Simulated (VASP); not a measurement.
# Pt in VASP: a series of runs

Pt is run at these levels: PBEsol; tasks: single point.

All numbers are computed with VASP 6.6.1; they aren't measurements. Logs are shortened: lines on timing, memory, paths and dates and some standing lists are left out, and cuts for length are marked.

**1. The cell of the first run**

The typed cell holds 1 atom: a = 2.868 Å, b = 2.868 Å, c = 2.749 Å, α = 58.58°, β = 58.58°, γ = 90.00°.

**2. Single point, PBEsol**

INCAR reads:

```
SYSTEM = Pt
ALGO = Fast
EDIFF = 1E-7
ENCUT = 520
GGA = PS
ISIF = 2
ISMEAR = 0
ISYM = 0
LASPH = .TRUE.
LCHARG = .TRUE.
LELF = .TRUE.
LREAL = .FALSE.
LVHAR = .TRUE.
LWAVE = .FALSE.
NBANDS = 11
NELM = 100
PREC = Accurate
SIGMA = 0.1
```

KPOINTS reads:

```
k-points
0
G
  12 12 18
  0 0 0
```

POSCAR reads:

```
Pt
1.0
    2.8679135646     -0.0000000313     -0.0004233788
   -0.0000000313      2.8679135646     -0.0004233788
    1.4336793119      1.4336793119      1.8568559411
Pt
1
Direct
    0.0000000000      0.0000000000      0.0000000000
```

Potentials or basis: VASP PAW PBE potentials, release 64 (Pt).

Run with:

```
> cat potpaw_PBE.64/Pt/POTCAR > POTCAR
> mpirun -np 1 vasp_std > vasp.out
```

OUTCAR:

```text
SYSTEM = Pt
   EDIFF = 1E-7
   ENCUT = 520
   GGA = PS
   ISIF = 2
   ISMEAR = 0
   ISYM = 0
   LASPH = .TRUE.
   LREAL = .FALSE.
   NELM = 100
   PREC = Accurate

 ion  position               nearest neighbor table
   1  0.000  0.000  0.000-

IMPORTANT INFORMATION: All symmetrisations will be switched off!
NOSYMM: (Re-)initialisation of all symmetry stuff for point group C_1.

----------------------------------------------------------------------------------------

                                     Primitive cell

  volume of cell :      15.2760

  direct lattice vectors                    reciprocal lattice vectors
     2.867913565 -0.000000031 -0.000423379     0.348645809 -0.000039731 -0.269158910
    -0.000000031  2.867913565 -0.000423379    -0.000039731  0.348645809 -0.269158910
     1.433679312  1.433679312  1.856855941     0.000079485  0.000079485  0.538421999

  length of vectors
     2.867913596  2.867913596  2.749324776     0.440454788  0.440454788  0.538422011

  position of ions in fractional coordinates (direct lattice)
     0.000000000  0.000000000  0.000000000

  ion indices of the primitive-cell ions
   primitive index   ion index
                 1           1

----------------------------------------------------------------------------------------

 KPOINTS: k-points

Automatic generation of k-mesh.
 Grid dimensions read from file:
 generate k-points for:   12   12   18

 Generating k-lattice:

  Cartesian coordinates                     Fractional coordinates (reciprocal lattice)
     0.029053817 -0.000003311 -0.022429909     0.083333333 -0.000000000  0.000000000
    -0.000003311  0.029053817 -0.022429909    -0.000000000  0.083333333  0.000000000
     0.000004416  0.000004416  0.029912333     0.000000000  0.000000000  0.055555556

  Length of vectors
     0.036704566  0.036704566  0.029912334

  Shift w.r.t. Gamma in fractional coordinates (k-lattice)
     0.000000000  0.000000000  0.000000000

 Subroutine IBZKPT returns following result:
 ===========================================

 Found   1300 irreducible k-points:

 Following reciprocal coordinates:
            Coordinates               Weight
  0.000000  0.000000  0.000000      1.000000
  0.083333 -0.000000  0.000000      2.000000
  0.000000 -0.083333 -0.000000      2.000000
  0.166667 -0.000000  0.000000      2.000000
  0.000000 -0.166667 -0.000000      2.000000
  0.250000 -0.000000  0.000000      2.000000
[... 16 lines left out ...]
  0.500000  0.083333  0.000000      2.000000
 -0.083333  0.500000  0.000000      2.000000
 [... further k-points ...]
   k-points           NKPTS =   1300   k-points in BZ     NKDIM =   1300   number of bands    NBANDS=     11
   number of dos      NEDOS =    301   number of ions     NIONS =      1
   total plane-waves  NPLWV =  11520
   dimension x,y,z NGX =    24 NGY =   24 NGZ =   20
   dimension x,y,z NGXF=    48 NGYF=   48 NGZF=   40
   ions per type =               1
   NGX,Y,Z   is equivalent  to a cutoff of  13.91, 13.91, 12.09 a.u.
   NGXF,Y,Z  is equivalent  to a cutoff of  27.82, 27.82, 24.19 a.u.
 SYSTEM =  Pt
   PREC   = accura    normal or accurate (medium, high low for compatibility)
   ISTART =      0    job   : 0-new  1-cont  2-samecut
   ICHARG =      2    charge: 1-file 2-atom 10-const
   ISPIN  =      1    spin polarized calculation?
   LNONCOLLINEAR =      F non collinear calculations
   LSORBIT =      F    spin-orbit coupling
   LASPH  =      T    aspherical Exc in radial PAW
   ENCUT  =  520.0 eV  38.22 Ry    6.18 a.u.   5.33  5.33  5.11*2*pi/ulx,y,z
   NELM   =    100;   NELMIN=  2; NELMDL= -5     # of ELM steps
   EDIFF  = 0.1E-06   stopping-criterion for ELM
   LREAL  =      F    real-space projection
   EDIFFG = 0.1E-05   stopping-criterion for IOM
   NSW    =      0    number of steps for IOM
   IBRION =     -1    ionic relax: 0-MD 1-quasi-New 2-CG
   NFREE  =      0    steps in history (QN), initial steepest desc. (CG)
   ISIF   =      2    stress and relaxation
   ISYM   =      0    0-nonsym 1-usesym 2-fastsym
   POTIM  = 0.5000    time-step for ionic-motion
   TEBEG  =    0.0;   TEEND  =   0.0 temperature during run
   PSTRESS=    0.0 pullay stress
   NELECT =      10.0000    total number of electrons
   NUPDOWN=      -1.0000    fix difference up-down
   EMIN   =  10.00;   EMAX   =-10.00  energy-range for DOS
   EFERMI =   0.00;   METHOD = LEGACY
   ISMEAR =     0;   SIGMA  =   0.10  broadening in eV -4-tet -1-fermi 0-gaus
   EFERMI_NEDOS =   21; number of points for ismear=-14 and -15
   IALGO  =     68    algorithm
   IMIX   =      4    mixing-type and parameters
     AMIX     =   0.40;   BMIX     =  1.00
     AMIX_MAG =   1.60;   BMIX_MAG =  1.00
  volume/ion in A,a.u.               =      15.28       103.09
  Fermi-wavevector in a.u.,A,eV,Ry     =   1.421472  2.686193 27.491706  2.020583
  Thomas-Fermi vector in A             =   2.542278
   LORBIT       =      0    0 simple, 1 ext, 2 COOP (PROOUT), +10 PAW based schemes
   GGA     = PS    functional components
   LHFCALC =     F    Hartree Fock is set to
   AEXX    =    0.0000 exact exchange contribution
   IVDW    =     0    specifies the selected vdW correction
   LEPSILON=     F    determine dielectric tensor
   LRPA    =     F    only Hartree local field effects (RPA)
 non-spin polarized calculation
 RMM-DIIS sequential band-by-band and
 Gauss-broadening in eV      SIGMA  =   0.10
  energy-cutoff  :      520.00
  volume of cell :       15.28
 maximum number of plane-waves:       428
 NGX is ok and might be reduce to    24
   NGX = 11   NGY = 11   NGZ = 11

 number of electron      10.0000000 magnetization

 number of electron       9.9999999 magnetization

 Free energy of the ion-electron system (eV)
  ---------------------------------------------------
  ext. energy  EPLUGINS =         0.00000000
  ---------------------------------------------------
  free energy    TOTEN  =        -6.94615678 eV

  energy without entropy =       -6.93740359  energy(sigma->0) =       -6.94178019

 E-fermi :  10.8217     XC(G=0): -13.5502

 val. band max:       10.8210983346   @ k =  -0.0833   0.3333   0.4444
 cond. band min:      10.8218694046   @ k =  -0.0833  -0.3333   0.1111
 fundamental gap:      0.0007710700
 Fermi energy:        10.8216627462

 k-point     1 :       0.0000    0.0000    0.0000
  band No.  band energies     occupation
      1       0.7012      2.00000
      2       6.8526      2.00000
      3       6.8527      2.00000
      4       7.8078      2.00000
      5       8.6585      2.00000
      6       9.7534      2.00000
      7      25.6422      0.00000
      8      29.6510      0.00000
      9      29.6511      0.00000
     10      32.0221      0.00000
     11      35.8491      0.00000

 k-point     2 :       0.0833   -0.0000    0.0000
  band No.  band energies     occupation
      1       0.9762      2.00000
      2       6.8277      2.00000
      3       6.9529      2.00000
      4       7.8137      2.00000
      5       8.6403      2.00000
      6       9.6689      2.00000
      7      26.0509      0.00000
      8      28.9128      0.00000
      9      30.0621      0.00000
     10      31.7398      0.00000
     11      37.1906      0.00000

 k-point     3 :       0.0000   -0.0833   -0.0000
  band No.  band energies     occupation
      1       0.9762      2.00000
      2       6.8277      2.00000
      3       6.9529      2.00000
      4       7.8137      2.00000
      5       8.6403      2.00000
      6       9.6689      2.00000
      7      26.0509      0.00000
      8      28.9128      0.00000
      9      30.0621      0.00000
     10      31.7398      0.00000
     11      37.1906      0.00000

 k-point     4 :       0.1667   -0.0000    0.0000
  band No.  band energies     occupation
      1       1.7405      2.00000
      2       6.7223      2.00000
      3       7.1117      2.00000
      4       7.9058      2.00000
      5       8.7447      2.00000
      6       9.5197      2.00000
      7      26.7408      0.00000
      8      26.9906      0.00000
      9      31.2179      0.00000
     10      32.5893      0.00000
     11      35.2044      0.00000

 k-point     5 :       0.0000   -0.1667   -0.0000
  band No.  band energies     occupation
      1       1.7405      2.00000
      2       6.7223      2.00000
      3       7.1117      2.00000
      4       7.9058      2.00000
      5       8.7447      2.00000
      6       9.5197      2.00000
      7      26.7408      0.00000
      8      26.9906      0.00000
      9      31.2179      0.00000
     10      32.5893      0.00000
     11      35.2044      0.00000

 k-point     6 :       0.2500   -0.0000    0.0000
  band No.  band energies     occupation
      1       2.7405      2.00000
      2       6.7789      2.00000
      3       7.0534      2.00000
      4       7.9688      2.00000
      5       9.2653      2.00000
      6       9.5880      2.00000
      7      24.1184      0.00000
      8      27.1364      0.00000
      9      32.7364      0.00000
     10      33.6011      0.00000
     11      34.2850      0.00000

 k-point     7 :       0.0000   -0.2500   -0.0000
  band No.  band energies     occupation
      1       2.7405      2.00000
      2       6.7789      2.00000
      3       7.0534      2.00000
      4       7.9688      2.00000
      5       9.2653      2.00000
      6       9.5880      2.00000
      7      24.1184      0.00000
      8      27.1364      0.00000
      9      32.7363      0.00000
     10      33.6011      0.00000
     11      34.2858      0.00000

 k-point     8 :       0.3333   -0.0000    0.0000
  band No.  band energies     occupation
      1       3.4336      2.00000
      2       6.8368      2.00000
      3       7.5870      2.00000
      4       7.8658      2.00000
      5       9.9921      2.00000
      6      10.0895      2.00000
      7      21.0834      0.00000
      8      26.1105      0.00000
      9      31.4951      0.00000
     10      32.8432      0.00000
     11      35.4074      0.00000
[... 141 lines left out ...]
 k-point    19 :       0.3333    0.0833    0.0000
  band No.  band energies     occupation
      1       3.7787      2.00000
      2       6.7209      2.00000
      3       7.6943      2.00000
      4       7.8743      2.00000
      5       9.8665      2.00000
      6      11.1859      0.00000
      7      19.9889      0.00000
      8      25.9236      0.00000
      9      29.1029      0.00000
     10      32.8840      0.00000
     11      34.8722      0.00000

 k-point    20 :      -0.0833   -0.3333   -0.0000
  band No.  band energies     occupation
      1       3.7787      2.00000
      2       6.7209      2.00000
      3       7.6943      2.00000
      4       7.8743      2.00000
      5       9.8665      2.00000
      6      11.1859      0.00000
      7      19.9889      0.00000
      8      25.9236      0.00000
      9      29.1029      0.00000
     10      32.8840      0.00000
     11      34.8722      0.00000

 k-point    21 :       0.4167    0.0833    0.0000
  band No.  band energies     occupation
      1       3.8426      2.00000
      2       6.5633      2.00000
      3       7.7019      2.00000
      4       8.9293      2.00000
      5      10.4890      2.00000
      6      12.1347      0.00000
      7      17.2527      0.00000
      8      25.2735      0.00000
      9      28.2595      0.00000
     10      31.1108      0.00000
     11      37.0986      0.00000

 k-point    22 :      -0.0833   -0.4167    0.0000
  band No.  band energies     occupation
      1       3.8426      2.00000
      2       6.5633      2.00000
      3       7.7019      2.00000
      4       8.9293      2.00000
      5      10.4890      2.00000
      6      12.1347      0.00000
      7      17.2527      0.00000
      8      25.2735      0.00000
      9      28.2595      0.00000
     10      31.1108      0.00000
     11      37.0986      0.00000

 k-point    23 :       0.5000    0.0833    0.0000
  band No.  band energies     occupation
      1       3.8355      2.00000
      2       6.5283      2.00000
      3       7.6672      2.00000
      4       9.1153      2.00000
      5      10.7549      1.65524
      6      12.1964      0.00000
      7      16.7795      0.00000
      8      25.1982      0.00000
      9      28.4594      0.00000
     10      30.4735      0.00000
     11      37.8703      0.00000

 k-point    24 :      -0.0833    0.5000    0.0000
  band No.  band energies     occupation
      1       3.8355      2.00000
      2       6.5283      2.00000
      3       7.6672      2.00000
      4       9.1153      2.00000
      5      10.7549      1.65524
      6      12.1964      0.00000
      7      16.7795      0.00000
      8      25.1982      0.00000
      9      28.4594      0.00000
     10      30.4735      0.00000
     11      37.8699      0.00000

 [... further k-points ...]
[... 5 lines left out ...]
  --------------------------------------------------------------------------------------
  -------------------------------------------------------------------------------------
  Total       -0.5631900     -0.5631899     -0.0453539     -0.0020230     -0.0006030     -0.0006033
  in kB      -59.0685396    -59.0685201     -4.7568068     -0.2121720     -0.0632455     -0.0632737
  external PRESSURE =     -40.9646222 kB  Pullay stress =       0.0000000 kB

 VOLUME and BASIS-vectors are now :
 -----------------------------------------------------------------------------
  energy-cutoff  :      520.00
  volume of cell :       15.28
      direct lattice vectors                 reciprocal lattice vectors
     2.867913565 -0.000000031 -0.000423379     0.348645809 -0.000039731 -0.269158910
    -0.000000031  2.867913565 -0.000423379    -0.000039731  0.348645809 -0.269158910
     1.433679312  1.433679312  1.856855941     0.000079485  0.000079485  0.538421999

 POSITION                                       TOTAL-FORCE (eV/Angst)
 -----------------------------------------------------------------------------------
      0.00000      0.00000      0.00000        -0.000000     -0.000000     -0.000000
 -----------------------------------------------------------------------------------
    total drift:                               -0.000000     -0.000000     -0.000000

  FREE ENERGIE OF THE ION-ELECTRON SYSTEM (eV)
  ---------------------------------------------------
  free  energy   TOTEN  =        -6.9461567801 eV

  energy  without entropy=       -6.9374035948  energy(sigma->0) =       -6.94178019
```

It took 1.9 min on 1 thread of Intel Xeon Platinum 8375C at 2.90GHz (Ice Lake), shared host; peak memory 0.33 GiB.

What came out:

```
Free energy            : -6.9462 eV
Pressure               : -4.1 GPa
Band gap on the k mesh : zero (band 5 reaches 11.65 eV, above the bottom of band 6 at 9.14 eV)
```

Stress tensor (GPa, compression positive):
```
-5.91 -0.02 -0.01
-0.02 -5.91 -0.01
-0.01 -0.01 -0.48
```

Levels at points of the mesh, in eV from the Fermi level:
```
           k point  band 1  band 2  band 3  band 4  band 5  band 6  band 7  band 8  band 9  band 10
(0.00, 0.00, 0.00)  -10.12   -3.97   -3.97   -3.01   -2.16   -1.07   14.82   18.83   18.83    21.20
(0.50, 0.00, 0.00)   -7.20   -4.25   -3.22   -0.45   -0.20    0.34    5.79   14.08   18.07    20.00
(0.00, 0.50, 0.00)   -7.20   -4.25   -3.22   -0.45   -0.20    0.34    5.79   14.08   18.07    20.00
(0.50, 0.50, 0.00)   -6.99   -6.42   -0.03    0.10    0.83    1.23    8.03   11.62   12.23    20.62
(0.00, 0.00, 0.50)   -6.84   -6.49    0.04    0.53    0.53    2.97   10.23   10.29   10.29    19.21
(0.50, 0.00, 0.50)   -7.20   -4.24   -3.22   -0.44   -0.20    0.34    5.79   14.07   18.06    19.99
(0.00, 0.50, 0.50)   -7.20   -4.24   -3.22   -0.44   -0.20    0.34    5.79   14.07   18.06    19.99
(0.50, 0.50, 0.50)   -6.99   -6.42   -0.04    0.10    0.83    1.23    8.03   11.62   12.23    20.62
```

Caveat: the PAW data sets were made with another functional, which shifts forces and pressure a little; spin-orbit coupling is left out, which moves the levels of the heavy elements.

**3. Single point, PBEsol**

This run uses another cell than the first one, of 15.46 Å³/atom, 1.012 times its volume.

INCAR reads:

```
  ALGO = Fast
  EDIFF = 1E-6
  ENCUT = 520
  GGA = PS
  ISIF = 2
  ISMEAR = 0
  ISYM = 0
  LASPH = T
  LCHARG = F
  LREAL = F
  LWAVE = F
  NBANDS = 11
  NELM = 80
  PREC = Accurate
  SIGMA = 0.1
```

KPOINTS reads:

```
k-points
0
Gamma
  12 12 18
```

POSCAR reads:

```
Pt
1.0
    2.8679135959      0.0000000000      0.0000000000
    0.0000000000      2.8679135959      0.0000000000
    1.4339567980      1.4339567980      1.8794435295
Pt
1
Direct
    0.0000000000      0.0000000000      0.0000000000
```

Potentials or basis: VASP PAW PBE potentials, release 64 (Pt).

Run with:

```
> cat potpaw_PBE.64/Pt/POTCAR > POTCAR
> mpirun -np 1 vasp_std > vasp.out
```

It took 2 min on 1 thread of Intel Xeon Platinum 8375C at 2.90GHz (Ice Lake), shared host; peak memory 0.33 GiB.

Results (log left out):

```yaml
Free_energy: -6.9437 eV
Pressure: -7.3 GPa
Band_gap_on_the_k_mesh: zero (band 5 reaches 11.37 eV, above the bottom of band 6 at 9.00 eV)
```

Stress tensor (GPa, compression positive):
```
-8.90 -0.02 -0.02
-0.02 -8.90 -0.02
-0.02 -0.02 -4.14
```

Levels at points of the mesh, in eV from the Fermi level:
| k point | band 3 | band 4 | band 5 | band 6 | band 7 | band 8 |
| --- | --- | --- | --- | --- | --- | --- |
| (0.00, 0.00, 0.00) | -3.87 | -3.05 | -2.05 | -1.11 | 14.81 | 18.90 |
| (0.50, 0.00, 0.00) | -3.24 | -0.41 | -0.17 | 0.29 | 5.68 | 14.12 |
| (0.00, 0.50, 0.00) | -3.24 | -0.41 | -0.17 | 0.29 | 5.68 | 14.12 |
| (0.50, 0.50, 0.00) | -0.02 | 0.14 | 0.77 | 1.32 | 7.99 | 11.54 |
| (0.00, 0.00, 0.50) | 0.02 | 0.51 | 0.51 | 2.80 | 9.88 | 10.38 |
| (0.50, 0.00, 0.50) | -3.24 | -0.41 | -0.17 | 0.28 | 5.68 | 14.13 |
| (0.00, 0.50, 0.50) | -3.24 | -0.41 | -0.17 | 0.28 | 5.68 | 14.13 |
| (0.50, 0.50, 0.50) | -0.02 | 0.14 | 0.77 | 1.32 | 7.99 | 11.54 |

Caveat: the PAW data sets were made with another functional, which shifts forces and pressure a little; spin-orbit coupling is left out, which moves the levels of the heavy elements.
